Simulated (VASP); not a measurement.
A run of VASP 6.6.1 is set up as follows.

The input INCAR:

```
  PREC = Accurate
  ENCUT = 520
  EDIFF = 1E-6
  ISMEAR = 0
  SIGMA = 0.1
  LREAL = False
  LASPH = True
  NELM = 80
  ALGO = Fast
  ISIF = 2
  LWAVE = False
  LCHARG = False
  GGA = PE
  NBANDS = 36
```

KPOINTS

```
regular mesh
0
Gamma
  6 6 6
```

The input POSCAR:

```
BiPb3
1.0
   -2.4020199460      2.4020199460      5.3655510483
    2.4020199460     -2.4020199460      5.3655510483
    2.4020199460      2.4020199460     -5.3655510483
Bi Pb
1 3
Direct
    0.0000000000      0.0000000000      0.0000000000
    0.5000000000      0.5000000000      0.0000000000
    0.2500000000      0.7500000000      0.5000000000
    0.7500000000      0.2500000000      0.5000000000
```

Potentials or basis: VASP PAW PBE potentials, release 64 (Bi_d, Pb_d).

The run is started by

```sh
$ cat potpaw_PBE.64/Bi_d/POTCAR potpaw_PBE.64/Pb_d/POTCAR > POTCAR
$ mpirun -np 1 vasp_std > vasp.out
```

(1) Estimate the band gap on the k mesh.

(2) Estimate the pressure.

## Answers

(1) zero (an odd number of electrons rules out a gap without spin polarisation).

(2) 1.8 GPa.

Caveat: spin-orbit coupling is left out, which moves the levels of the heavy elements.
